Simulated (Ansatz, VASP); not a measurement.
# One calculation of SiC, two programs

File INCAR:

```
SYSTEM = SiC
  PREC = Accurate
  ENCUT = 520
  EDIFF = 1E-7
  ISMEAR = 0
  SIGMA = 0.05
  LREAL = .False.
  LASPH = .True.
  NELM = 60
  ALGO = Normal
  ISIF = 2
  LWAVE = .False.
  LCHARG = .False.
  GGA = PS
  NBANDS = 11
```

File KPOINTS:

```
regular mesh
0
Gamma
  10 10 10
  0 0 0
```

File POSCAR:

```
SiC
1.0
    0.0000000000      2.1783895848      2.1783895848
    2.1783895848      0.0000000000      2.1783895848
    2.1783895848      2.1783895848      0.0000000000
Si C
1 1
Direct
    0.0000000000      0.0047117304      0.0000000000
    0.7500000000      0.7389826870      0.7500000000
```

Input for Ansatz:

```yaml
crystal:
  lattice:
    - [0.0, 2.1783895848, 2.1783895848]
    - [2.1783895848, 0.0, 2.1783895848]
    - [2.1783895848, 2.1783895848, 0.0]
  atoms:
    - { symbol: Si, position: [0.0, 0.0047117304, 0.0] }
    - { symbol: C, position: [0.75, 0.738982687, 0.75] }
basis:
  ecutwfc: 520.0
kpoints:
  mp_grid: { grid: [10, 10, 10] }
hamiltonian:
  xc: pbesol
scf:
  occupations: { method: gaussian, width: 0.05 }
output:
  forces: true
  stress: true
  eigenvalues: true
```

Change from the starting cell: mode 4 frozen in at -0.024 Å and mode 5 at -0.024 Å (largest displacements).

Alike in both runs: task single point; functional PBEsol; k mesh 10 × 10 × 10; occupations gaussian, width 0.05 eV; no spin polarisation.

```csv
,VASP,Ansatz
version,VASP 6.6.1,Ansatz 0.2.0
potentials or method,"VASP PAW PBE potentials, release 64 (Si, C), cutoff 520 eV","scalar-relativistic, plane waves, PAW"
valence electrons in the cell,8,8
```

|  | VASP | Ansatz | Ansatz less VASP |
| --- | --- | --- | --- |
| gap on the k mesh at the Fermi level (eV) | 1.00 | 1.01 | +0.009 |
| least direct gap on the mesh (eV) | 4.35 | 4.36 | +0.009 |
| pressure (GPa) | 0.6 | 0.3 | -0.35 |
| traceless stress, the component that is largest in VASP (GPa) | -2.30 | -2.27 | +0.031 |
| rms of the force components (eV/Å) | 0.540 | 0.539 | -0.0016 |

VASP's potentials were made for PBE, not for PBEsol. Atom by atom the forces differ by 0.002 eV/Å (rms over components). With one functional, cell and mesh, what is left measures potentials, basis and numerics.
